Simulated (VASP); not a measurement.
A run of VASP 6.6.1 is set up as follows.

File INCAR:

```
PREC = Accurate
ENCUT = 520
EDIFF = 1E-7
ISMEAR = 0
SIGMA = 0.1
LREAL = F
LASPH = T
NELM = 100
ALGO = Normal
ISIF = 2
LWAVE = F
LCHARG = F
GGA = PE
NBANDS = 26
```

KPOINTS

```
regular mesh
0
Gamma
  6 6 2
```

Contents of POSCAR:

```
GaB2As3
1.0
    3.6094384230      0.0000000000      0.0000000000
   -1.8047192115      3.1258653677      0.0000000000
    0.0000000000      0.0000000000      8.9927381353
Ga B As
1 2 3
Direct
    0.3333333333      0.6666666667      0.6639580612
    0.0000000000      0.0000000000      0.0121816541
    0.6666666667      0.3333333333      0.3170759970
    0.0000000000      0.0000000000      0.7812323429
    0.3333333333      0.6666666667      0.3903501309
    0.6666666667      0.3333333333      0.0852018140
```

Potentials or basis: VASP PAW PBE potentials, release 64 (Ga_d, B, As).

Launch:

```sh
$ cat potpaw_PBE.64/Ga_d/POTCAR potpaw_PBE.64/B/POTCAR potpaw_PBE.64/As/POTCAR > POTCAR
$ mpirun -np 1 vasp_std > vasp.out
```

Question: Predict the pressure.

Answer: 0.4 GPa.

Question: What does it give for the band gap on the k mesh?

Answer: 0.34 eV (least direct gap 0.41 eV).

Forces on the atoms (eV/Å):
```
Ga   0.000  0.000 -0.039
B    0.000  0.000  0.012
B    0.000  0.000  0.009
As   0.000  0.000  0.009
As   0.000  0.000  0.009
As   0.000  0.000  0.000
```

Caveat: semilocal functionals underestimate gaps, and a narrow one can read as zero. A k mesh can miss the band edges.
